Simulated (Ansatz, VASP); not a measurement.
PCS4: VASP beside Ansatz

```
P C S
1.0
     3.29013    0.00000    0.00000
     0.00000    3.29013    0.00000
     0.00000    0.00000   12.62148
P C S
1 1 4
Cartesian
  0.0000 0.0000 0.0000
  1.6451 1.6451 6.3107
  1.6451 1.6451 2.2841
  0.0000 0.0000 8.2349
  0.0000 0.0000 4.3865
  1.6451 1.6451 10.3373
```

Change from the starting cell: species swapped into the Ti4CuAg type (P4/mmm, No. 123).

Alike in both runs: task relaxation of cell and atoms; functional PBE; dispersion D3(BJ); k mesh 6 × 6 × 2; occupations gaussian, width 0.1 eV; no spin polarisation.

|  | VASP | Ansatz |
| --- | --- | --- |
| version | VASP 6.6.1 | Ansatz 0.2.0 |
| potentials or method | VASP PAW PBE potentials, release 64 (P, C_h, S), cutoff 910 eV | scalar-relativistic, plane waves, PAW |
| valence electrons in the cell | 33 | 33 |

Ansatz gave:

- gap on the k mesh at the Fermi level, each at its own relaxed structure (eV): none
- relaxed volume (Å³/atom): 15.32
- relaxed cell length with the largest relative difference (Å): 3.027

Task: What did VASP give for the same quantities?

Result: gap on the k mesh at the Fermi level, each at its own relaxed structure (eV): none; relaxed volume (Å³/atom): 15.59; relaxed cell length with the largest relative difference (Å): 3.065.

A gap of «none» marks a metal or a gap that the smearing closes. Ansatz's warnings: dispersion switch in reach, relaxed geometry near dispersion switch.

Noted on VASP's run: the cutoff is short for stress, so the pressure is rough; the volume moved by over 15 % at a fixed basis, so the end points are rough.
